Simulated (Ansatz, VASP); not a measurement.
# Two plane-wave programs on P

The input INCAR:

```
SYSTEM = P
PREC = Accurate
ENCUT = 520
EDIFF = 1E-6
ISMEAR = 0
SIGMA = 0.02
LREAL = .False.
LASPH = .True.
NELM = 80
ALGO = Normal
ISIF = 2
LWAVE = .False.
LCHARG = .False.
LDIPOL = .True.
IDIPOL = 3
DIPOL = 0.5 0.5 0.500
GGA = PE
IVDW = 12
NBANDS = 12
```

Contents of KPOINTS:

```
Automatic mesh
0
Gamma
  9 9 1
  0 0 0
```

Contents of POSCAR:

```
P
1.0
    3.3240000000      0.0000000000      0.0000000000
   -1.6620000000      2.8786684422      0.0000000000
    0.0000000000      0.0000000000     28.0000000000
P
2
Direct
    0.3333333333      0.6666666667      0.5285892857
    0.6666666667      0.3333333333      0.4714107143
```

Input for Ansatz:

```yaml
crystal:
  lattice:
    - [3.324, 0.0, 0.0]
    - [-1.662, 2.8786684422, 0.0]
    - [0.0, 0.0, 28.0]
  atoms:
    - { symbol: P, position: [0.3333333333, 0.6666666667, 0.5285892857] }
    - { symbol: P, position: [0.6666666667, 0.3333333333, 0.4714107143] }
  periodic: [true, true, false]
basis:
  ecutwfc: 420
kpoints:
  mp_grid: { grid: [9, 9, 1] }
hamiltonian:
  xc: pbe
  dispersion: d3bj
scf:
  occupations: { method: gaussian, width: 0.02 }
output:
  forces: true
  stress: true
  eigenvalues: true
```

Alike in both runs: task single point; functional PBE; dispersion D3(BJ); k mesh 9 × 9 × 1; occupations gaussian, width 0.02 eV; no spin polarisation.

|  | VASP | Ansatz |
| --- | --- | --- |
| version | VASP 6.6.1 | Ansatz 0.2.0 |
| potentials or method | VASP PAW PBE potentials, release 64 (P), cutoff 520 eV | scalar-relativistic, plane waves, PAW |
| valence electrons in the cell | 10 | 10 |

```csv
,VASP,Ansatz,Ansatz less VASP
gap on the k mesh at the Fermi level (eV),none,none,-
rms of the force components (eV/Å),2.431,2.407,-0.0235
```

Atom by atom the forces differ by 0.024 eV/Å (rms over components). A gap of «none» marks a metal or a gap that the smearing closes.
